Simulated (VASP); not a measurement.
# Pb (P6_3/mmc) in VASP: further runs

Pb is run at these levels: LDA; tasks: single point.

Program: VASP 6.6.1. These are calculated values, not measurements. Logs are shortened: lines on timing, memory, paths and dates and some standing lists are left out, and cuts for length are marked.

### 1 The cell of the first run

The structure is hexagonal, space group P6_3/mmc (No. 194). The conventional cell has a = 3.524 Å, b = 3.524 Å, c = 11.495 Å, α = 90.00°, β = 90.00°, γ = 120.00°. Pb (site symmetry -6m2) has 12 Pb at 3.52 Å within 4.6 Å. Within 4.6 Å of Pb (site symmetry -3m) lie 12 Pb at 3.52 Å.

This isn't the form of Pb at room conditions, which is fcc.

### 2 Single point, LDA, non-collinear spin, zero start, spin-orbit coupling

INCAR

```
SYSTEM = Pb
PREC     = Accurate       ! precision mode
ENCUT    = 520            ! plane-wave cutoff, eV
EDIFF    = 1E-6           ! SCF threshold, eV
ISMEAR   = 1              ! smearing method
SIGMA    = 0.05           ! smearing width, eV
LREAL    = .FALSE.        ! projectors in reciprocal space
LASPH    = .TRUE.         ! aspherical terms in the spheres
NELM     = 150            ! most SCF steps
ALGO     = Fast           ! electronic algorithm
ISIF     = 2              ! what is computed and relaxed
LWAVE    = .FALSE.        ! write WAVECAR
LCHARG   = .TRUE.         ! write CHGCAR
MAGMOM   = 0 0 0 0 0 0 0 0 0 0 0 0 ! initial moments
LORBIT   = 11             ! projections on sites
LSORBIT  = .TRUE.         ! spin-orbit coupling
GGA_COMPAT= .FALSE.      
LORBMOM  = .TRUE.       
LVHAR    = .TRUE.       
NBANDS   = 70             ! bands
```

KPOINTS

```
Automatic mesh
0
G
  7 7 2
  0 0 0
```

POSCAR

```
Pb
1.0
    3.5243661423      0.0000000000      0.0000000000
   -1.7621830712      3.0521906115      0.0000000000
    0.0000000000      0.0000000000     11.4952418100
Pb
4
Direct
    0.6666666667      0.3333333333      0.7500000000
    0.0000000000      0.0000000000      0.5000000000
    0.3333333333      0.6666666667      0.2500000000
    0.0000000000      0.0000000000      0.0000000000
```

Potentials or basis: VASP PAW LDA potentials, release 64 (Pb_d).

The run is started by

```console
cat potpaw_LDA.64/Pb_d/POTCAR > POTCAR
mpirun -np 1 vasp_ncl > vasp.out
```

OUTCAR:

```text
SYSTEM = Pb
   PREC = Accurate
   ENCUT = 520
   EDIFF = 1E-6
   ISMEAR = 1
   LREAL = .FALSE.
   LASPH = .TRUE.
   NELM = 150
   ISIF = 2
   LORBIT = 11
   LSORBIT = .TRUE.

 ion  position               nearest neighbor table
   1  0.667  0.333  0.750-   2 3.52   4 3.52   2 3.52   4 3.52   2 3.52   4 3.52
   2  0.000  0.000  0.500-   1 3.52   3 3.52   1 3.52   3 3.52   1 3.52   3 3.52
   3  0.333  0.667  0.250-   2 3.52   4 3.52   2 3.52   4 3.52   2 3.52   4 3.52
   4  0.000  0.000  0.000-   1 3.52   3 3.52   1 3.52   3 3.52   1 3.52   3 3.52

  LATTYP: Found a hexagonal cell.
 ALAT       =     3.5243661423
 C/A-ratio  =     3.2616480087

  Lattice vectors:

 A1 = (   3.5243661423,   0.0000000000,   0.0000000000)
 A2 = (  -1.7621830712,   3.0521906115,   0.0000000000)
 A3 = (   0.0000000000,   0.0000000000,  11.4952418100)

Analysis of symmetry for initial positions (statically):
=====================================================================
 Subroutine PRICEL returns:
 Original cell was already a primitive cell.

 Routine SETGRP: Setting up the symmetry group for a
 hexagonal supercell.

 Subroutine GETGRP returns: Found 24 space group operations
 (whereof 12 operations were pure point group operations)
 out of a pool of 24 trial point group operations.

The static configuration has the point symmetry D_3d.
 The point group associated with its full space group is D_6h.

Analysis of symmetry for dynamics (positions and initial velocities):
=====================================================================
 Subroutine PRICEL returns:
 Original cell was already a primitive cell.

 Routine SETGRP: Setting up the symmetry group for a
 hexagonal supercell.

 Subroutine GETGRP returns: Found 24 space group operations
 (whereof 12 operations were pure point group operations)
 out of a pool of 24 trial point group operations.

The dynamic configuration has the point symmetry D_3d.
 The point group associated with its full space group is D_6h.

Analysis of structural, dynamic, and magnetic symmetry:
=====================================================================
 Subroutine PRICEL returns:
 Original cell was already a primitive cell.

 Routine SETGRP: Setting up the symmetry group for a
 hexagonal supercell.

 Subroutine GETGRP returns: Found 24 space group operations
 (whereof 12 operations were pure point group operations)
 out of a pool of 24 trial point group operations.

The overall configuration has the point symmetry D_3d.
 The point group associated with its full space group is D_6h.

 Subroutine INISYM returns: Found 24 space group operations
 (whereof 12 operations are pure point group operations),
 and found     1 'primitive' translations

----------------------------------------------------------------------------------------

                                     Primitive cell

  volume of cell :     123.6547

  direct lattice vectors                    reciprocal lattice vectors
     3.524366142  0.000000000  0.000000000     0.283738965  0.163816768  0.000000000
    -1.762183071  3.052190611  0.000000000     0.000000000  0.327633535  0.000000000
     0.000000000  0.000000000 11.495241810     0.000000000  0.000000000  0.086992515

  length of vectors
     3.524366142  3.524366142 11.495241810     0.327633535  0.327633535  0.086992515

  position of ions in fractional coordinates (direct lattice)
     0.666666667  0.333333333  0.750000000
     0.000000000  0.000000000  0.500000000
     0.333333333  0.666666667  0.250000000
     0.000000000  0.000000000  0.000000000

  ion indices of the primitive-cell ions
   primitive index   ion index
                 1           1
                 2           2
                 3           3
                 4           4

----------------------------------------------------------------------------------------

 KPOINTS: Automatic mesh

Automatic generation of k-mesh.
 Grid dimensions read from file:
[... 104 lines left out ...]
  ---------------------------------------------------
  free energy    TOTEN  =       -19.16034310 eV

  energy without entropy =      -19.15862926  energy(sigma->0) =      -19.15977182

 E-fermi :   6.8494     XC(G=0): -10.3467

 val. band max:        6.8437792604   @ k =   0.4286   0.1429   0.0000
 cond. band min:       6.8517370228   @ k =   0.4286   0.1429   0.5000
 fundamental gap:      0.0079577624
 Fermi energy:         6.8493791807

 k-point     1 :       0.0000    0.0000    0.0000
  band No.  band energies     occupation
      1     -11.6036      1.00000
      2     -11.6036      1.00000
      3     -11.6005      1.00000
      4     -11.6005      1.00000
      5     -11.5983      1.00000
      6     -11.5983      1.00000
[... 1125 lines left out ...]
     67       9.1029      0.00000
     68       9.1029      0.00000
 [bands above 68 left out]

------------------------ aborting loop because EDIFF is reached ----------------------------------------

  FORCE on cell =-STRESS in cart. coord.  units (eV):
  Direction    XX          YY          ZZ          XY          YZ          ZX
  --------------------------------------------------------------------------------------
  -------------------------------------------------------------------------------------
  Total       -1.3432376     -1.3432376     -2.7845577      0.0000000      0.0000000      0.0000000
  in kB      -17.4041432    -17.4041432    -36.0791264      0.0000000      0.0000000      0.0000000
  external PRESSURE =     -23.6291376 kB  Pullay stress =       0.0000000 kB

 VOLUME and BASIS-vectors are now :
 -----------------------------------------------------------------------------
  energy-cutoff  :      520.00
  volume of cell :      123.65
      direct lattice vectors                 reciprocal lattice vectors
     3.524366142  0.000000000  0.000000000     0.283738965  0.163816768  0.000000000
    -1.762183071  3.052190611  0.000000000     0.000000000  0.327633535  0.000000000
     0.000000000  0.000000000 11.495241810     0.000000000  0.000000000  0.086992515

 POSITION                                       TOTAL-FORCE (eV/Angst)
 -----------------------------------------------------------------------------------
      1.76218      1.01740      8.62143         0.000000      0.000000      0.000000
      0.00000      0.00000      5.74762        -0.000000     -0.000000     -0.000000
     -0.00000      2.03479      2.87381        -0.000000     -0.000000     -0.000000
      0.00000      0.00000      0.00000        -0.000000     -0.000000     -0.000000
 -----------------------------------------------------------------------------------
    total drift:                               -0.000000      0.000000      0.000000

  FREE ENERGIE OF THE ION-ELECTRON SYSTEM (eV)
  ---------------------------------------------------
  free  energy   TOTEN  =       -19.1603430979 eV

  energy  without entropy=      -19.1586292561  energy(sigma->0) =      -19.15977182

 orbital moment (x)

 # of ion     p       d       tot
 ----------------------------------------
  1        -0.000  -0.000  -0.000
  2         0.000   0.000   0.000
  3        -0.000   0.000   0.000
  4         0.000  -0.000  -0.000
 ----------------------------------------
            0.000  -0.000  -0.000

 orbital moment (y)

 # of ion     p       d       tot
 ----------------------------------------
  1         0.000   0.000   0.000
  2        -0.000  -0.000  -0.000
  3        -0.000  -0.000  -0.000
  4         0.000   0.000   0.000
 ----------------------------------------
            0.000   0.000   0.000

 orbital moment (z)

 # of ion     p       d       tot
 ----------------------------------------
  1         0.000   0.000   0.000
  2         0.000  -0.000  -0.000
  3         0.000   0.000   0.000
  4         0.000   0.000   0.000
 ----------------------------------------
            0.000   0.000   0.000

 Spin-Orbit-Coupling matrix elements

 Ion:    1  E_soc:     -1.1942825
 l=   1
     0.0000000    -0.1295277    -0.1315182
    -0.1295277     0.0000000    -0.1295277
    -0.1315182    -0.1295277     0.0000000
 l=   2
     0.0000000    -0.0137655     0.0000000    -0.0137655    -0.0550873
    -0.0137655     0.0000000    -0.0413602    -0.0136980    -0.0137655
     0.0000000    -0.0413602     0.0000000    -0.0413602     0.0000000
    -0.0137655    -0.0136980    -0.0413602     0.0000000    -0.0137655
    -0.0550873    -0.0137655     0.0000000    -0.0137655     0.0000000
 l=   3
     0.0000000     0.0000000     0.0000000     0.0000000     0.0000000     0.0000000     0.0000000
     0.0000000     0.0000000     0.0000000     0.0000000     0.0000000     0.0000000     0.0000000
     0.0000000     0.0000000     0.0000000     0.0000000     0.0000000     0.0000000     0.0000000
     0.0000000     0.0000000     0.0000000     0.0000000     0.0000000     0.0000000     0.0000000
[... 49 lines left out ...]
 l=   2
     0.0000000    -0.0137589     0.0000000    -0.0137589    -0.0550974
    -0.0137589     0.0000000    -0.0412772    -0.0135539    -0.0137589
     0.0000000    -0.0412772     0.0000000    -0.0412772     0.0000000
    -0.0137589    -0.0135539    -0.0412772     0.0000000    -0.0137589
    -0.0550974    -0.0137589     0.0000000    -0.0137589     0.0000000
 l=   3
     0.0000000     0.0000000     0.0000000     0.0000000     0.0000000     0.0000000     0.0000000
     0.0000000     0.0000000     0.0000000     0.0000000     0.0000000     0.0000000     0.0000000
     0.0000000     0.0000000     0.0000000     0.0000000     0.0000000     0.0000000     0.0000000
     0.0000000     0.0000000     0.0000000     0.0000000     0.0000000     0.0000000     0.0000000
     0.0000000     0.0000000     0.0000000     0.0000000     0.0000000     0.0000000     0.0000000
     0.0000000     0.0000000     0.0000000     0.0000000     0.0000000     0.0000000     0.0000000
     0.0000000     0.0000000     0.0000000     0.0000000     0.0000000     0.0000000     0.0000000

 total charge

# of ion       s       p       d       tot
------------------------------------------
    1        1.403   0.758   9.805  11.966
    2        1.398   0.760   9.805  11.964
    3        1.403   0.758   9.805  11.966
    4        1.398   0.760   9.805  11.964
--------------------------------------------------
tot          5.603   3.035  39.220  47.859

 magnetization (x)

# of ion       s       p       d       tot
------------------------------------------
    1        0.000  -0.000  -0.000  -0.000
    2        0.000  -0.000   0.000   0.000
    3       -0.000   0.000  -0.000  -0.000
    4       -0.000   0.000  -0.000  -0.000
--------------------------------------------------
tot         -0.000   0.000  -0.000  -0.000

 magnetization (y)

# of ion       s       p       d       tot
------------------------------------------
    1        0.000   0.000  -0.000   0.000
    2        0.000   0.000  -0.000  -0.000
    3        0.000  -0.000   0.000   0.000
    4        0.000  -0.000   0.000  -0.000
--------------------------------------------------
tot          0.000   0.000  -0.000   0.000

 magnetization (z)

# of ion       s       p       d       tot
------------------------------------------
    1        0.000   0.000   0.000   0.000
    2        0.000   0.000   0.000   0.000
    3        0.000   0.000   0.000   0.000
    4        0.000   0.000   0.000   0.000
--------------------------------------------------
tot          0.000   0.000   0.000   0.000
```

It took 3.5 min on 1 thread of Intel Xeon Platinum 8559C (Emerald Rapids), shared host; peak memory 0.47 GiB.

What came out:

| Item | Value |
| --- | --- |
| Free energy | -19.1603 eV |
| Pressure | -2.4 GPa |
| Net moment | 0.00 μB per cell |
| Valence electrons inside the program's atomic spheres | Pb 11.97, 11.96 (each value once) |

Moments on the atoms (μB; x, y, z):
```
Pb  0.00 0.00 0.00
Pb  0.00 0.00 0.00
Pb  0.00 0.00 0.00
Pb  0.00 0.00 0.00
```

### 3 Single point, LDA

INCAR

```
ALGO = Normal
EDIFF = 1E-6
ENCUT = 520
GGA = CA
ISIF = 2
ISMEAR = -1
LASPH = True
LCHARG = False
LREAL = False
LWAVE = False
NBANDS = 36
NELM = 80
PREC = Accurate
SIGMA = 0.05
```

KPOINTS

```
k-points
0
Gamma
  9 9 3
```

POSCAR is that of step 2.

Potentials or basis: VASP PAW LDA potentials, release 64 (Pb_d).

The run is started by

```console
cat potpaw_LDA.64/Pb_d/POTCAR > POTCAR
mpirun -np 1 vasp_std > vasp.out
```

Run time: 1.8 min. Hardware: 1 thread of Intel Xeon 8259CL, shared host; peak memory 0.25 GiB.

It converged, with:

| Quantity | Value |
| --- | --- |
| Free energy | -16.9740 eV |
| Pressure | -3.0 GPa |
| Band gap on the k mesh | zero (bands 28 and 29 overlap by 7.51 eV) |

Stress tensor (GPa, compression positive):
```
-3.12  0.00  0.00
 0.00 -3.12  0.00
 0.00  0.00 -2.67
```

Levels at points of the mesh, in eV from the Fermi level:
```csv
k point,band 25,band 26,band 27,band 28,band 29,band 30,band 31,band 32
"(0.00, 0.00, 0.00)",-4.08,0.75,0.76,5.41,5.41,6.18,6.18,6.26
```

Caveat: spin-orbit coupling is left out, which moves the levels of the heavy elements.
